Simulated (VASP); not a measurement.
**RbCl: relaxation of cell and atoms with PBEsol**

The system is RbCl.

```
CELL_PARAMETERS angstrom
0.00000 3.34913 3.34913
3.34913 0.00000 3.34913
3.34913 3.34913 0.00000
ATOMIC_POSITIONS crystal
Rb 0.00000 0.00000 0.00000
Cl 0.50000 0.50000 0.50000
```

```json
{"Program": "VASP 6.6.1", "Task": "relaxation of cell and atoms", "Functional": "PBEsol", "Potentials or basis": "VASP PAW PBE potentials, release 64 (Rb_sv, Cl)", "Cutoff": "500 eV", "k mesh": "6 × 6 × 6", "Occupations": "fermi-dirac, width 0.02 eV", "Spin": "no spin polarisation", "Dipole correction": "no", "Further INCAR settings": "ALGO = Normal; EDIFF = 1e-07; IBRION = 2; EDIFFG = -0.005; NSW = 80; ISIF = 3"}
```

- Relaxed volume: 35.07 Å³/atom
- Relaxed cell: a = 4.629 Å, b = 4.629 Å, c = 4.629 Å, α = 60.00°, β = 60.00°, γ = 60.00°
- Space group after relaxing (to 0.05 Å): Fm-3m (No. 225)
- Energy gained by relaxing: 8.0 meV/atom
- Ionic steps: 4
- Pressure after relaxing: 0.0 GPa
- Band gap on the k mesh: 4.89 eV, direct

The path:
```tsv
step	energy change (eV)	largest force (eV/Å)	pressure (GPa)	volume (Å³)
1	0.0000	0.0000	-0.96	75.13
2	-0.0116	0.0000	-0.55	72.70
3	-0.0161	0.0000	-0.05	70.35
4	-0.0161	0.0000	0.00	70.13
```

Final structure:
```cif
data_structure
_symmetry_space_group_name_H-M 'P 1'
_symmetry_Int_Tables_number 1
_cell_length_a 4.6289
_cell_length_b 4.6289
_cell_length_c 4.6289
_cell_angle_alpha 60.000
_cell_angle_beta 60.000
_cell_angle_gamma 60.000
_cell_volume 70.13
loop_
_atom_site_label
_atom_site_type_symbol
_atom_site_fract_x
_atom_site_fract_y
_atom_site_fract_z
_atom_site_occupancy
Rb1 Rb 0.00000 0.00000 0.00000 1
Cl1 Cl 0.50000 0.50000 0.50000 1
```

Levels at points of the mesh, in eV from the valence-band top:
```csv
k point,band 6,band 7,band 8,band 9,band 10,band 11
"(0.00, 0.00, 0.00)",0.00,0.00,0.00,4.89,7.91,7.91
"(0.50, 0.00, 0.00)",-0.91,-0.36,-0.36,7.65,7.92,10.15
"(0.50, 0.50, 0.00)",-0.33,-0.10,-0.10,6.07,8.01,9.65
```

Wall time 36 s on 1 thread of AMD EPYC 9R45 96-Core Processor (Zen 5) (shared host), peak memory 0.18 GiB.

Caveat: the PAW data sets were made with another functional, which shifts forces and pressure a little. Expect the measured gap to be larger: semilocal functionals such as PBEsol lack the derivative discontinuity.
